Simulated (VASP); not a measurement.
# TiSe2: relaxation of cell and atoms with LDA

Crystal: TiSe2.

```
Ti Se
1.0
     3.53300    0.00000    0.00000
    -1.76650    3.05967    0.00000
     0.00000    0.00000    5.99500
Ti Se
1 2
Direct
  0.00000 0.00000 0.00000
  0.33333 0.66667 0.25000
  0.66667 0.33333 0.75000
```

```
Program                : VASP 6.6.1
Task                   : relaxation of cell and atoms
Functional             : LDA
Potentials or basis    : VASP PAW LDA potentials, release 64 (Ti_sv, Se)
Cutoff                 : 500 eV
k mesh                 : 15 × 15 × 8
Occupations            : gaussian, width 0.1 eV
Spin                   : no spin polarisation
Dipole correction      : no
Further INCAR settings : ALGO = Normal; EDIFF = 1e-07; IBRION = 2; EDIFFG = -0.005; NSW = 100; ISIF = 3
```

- Relaxed volume: 19.85 Å³/atom
- Relaxed cell: a = 3.440 Å, b = 3.440 Å, c = 5.809 Å, α = 90.00°, β = 90.00°, γ = 120.00°
- Space group after relaxing (to 0.1 Å): P-3m1 (No. 164)
- Energy gained by relaxing: 19.8 meV/atom
- Ionic steps: 14
- Pressure after relaxing: 0.0 GPa
- Band gap on the k mesh: zero (bands 12 and 13 overlap by 0.82 eV)

Step by step:
```csv
step,energy change (eV),largest force (eV/Å),pressure (GPa),volume (Å³)
1,0.0000,0.1187,-2.71,64.80
2,-0.0234,0.5801,1.76,61.44
3,-0.0264,0.4604,0.56,62.25
4,-0.0439,0.2215,0.09,61.65
5,-0.0463,0.0936,-0.14,61.34
6,-0.0497,0.0793,-0.19,61.10
7,-0.0571,0.0329,-0.30,60.40
8,-0.0542,0.0892,-0.18,58.96
9,-0.0592,0.0054,-0.25,59.89
10,-0.0593,0.0032,-0.26,59.79
11,-0.0584,0.0841,0.75,59.09
12,-0.0594,0.0214,0.03,59.59
13,-0.0595,0.0084,-0.02,59.53
14,-0.0595,0.0004,0.00,59.54
```

Final structure:
```
CELL_PARAMETERS angstrom
3.44028 0.00000 0.00000
-1.72014 2.97937 0.00000
0.00000 0.00000 5.80922
ATOMIC_POSITIONS crystal
Ti 0.00000 0.00000 0.00000
Se 0.33333 0.66667 0.26523
Se 0.66667 0.33333 0.73477
```

Levels at points of the mesh, in eV from the Fermi level:
```
           k point  band 10  band 11  band 12  band 13  band 14  band 15
(0.00, 0.00, 0.00)     0.47     0.54     0.54     0.55     0.75     0.75
(0.00, 0.00, 0.50)    -2.16     0.41     0.41     0.51     0.51     1.36
```

Run time: 44 min on 1 thread of Oxide Virtual Turin-like Processor, with other jobs on the host, peak memory 0.3 GiB.

LDA usually gives volumes a few per cent too small. Zero-point motion and thermal expansion aren't in these numbers.
